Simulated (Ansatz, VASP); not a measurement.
One calculation of MoS2, two programs

```
CELL_PARAMETERS angstrom
3.14972 0.00000 0.00000
-1.57486 2.72774 0.00000
0.00000 0.00000 6.81373
ATOMIC_POSITIONS crystal
Mo 0.00000 0.00000 0.00000
S 0.33333 0.66667 0.23567
S 0.33333 0.66667 0.76433
```

Change from the starting cell: strain +0.0250 x Voigt [0, 0, 1, 0, 0, 0], atoms carried along.

Alike in both runs: task single point; functional PBE; dispersion D3(BJ); k mesh 12 × 12 × 4; occupations gaussian, width 0.05 eV; no spin polarisation.

|  | VASP | Ansatz |
| --- | --- | --- |
| version | VASP 6.6.1 | Ansatz 0.2.0 |
| potentials or method | VASP PAW PBE potentials, release 64 (Mo_sv, S), cutoff 520 eV | scalar-relativistic, plane waves, PAW |
| valence electrons in the cell | 26 | 26 |

|  | VASP | Ansatz | Ansatz less VASP |
| --- | --- | --- | --- |
| gap on the k mesh at the Fermi level (eV) | 1.32 | 1.31 | -0.010 |
| least direct gap on the mesh (eV) | 1.83 | 1.82 | -0.004 |
| pressure (GPa) | -3.7 | -3.5 | +0.11 |
| traceless stress, the component that is largest in VASP (GPa) | -3.04 | -3.00 | +0.039 |
| rms of the force components (eV/Å) | 0.323 | 0.319 | -0.0047 |

Atom by atom the forces differ by 0.005 eV/Å (rms over components).
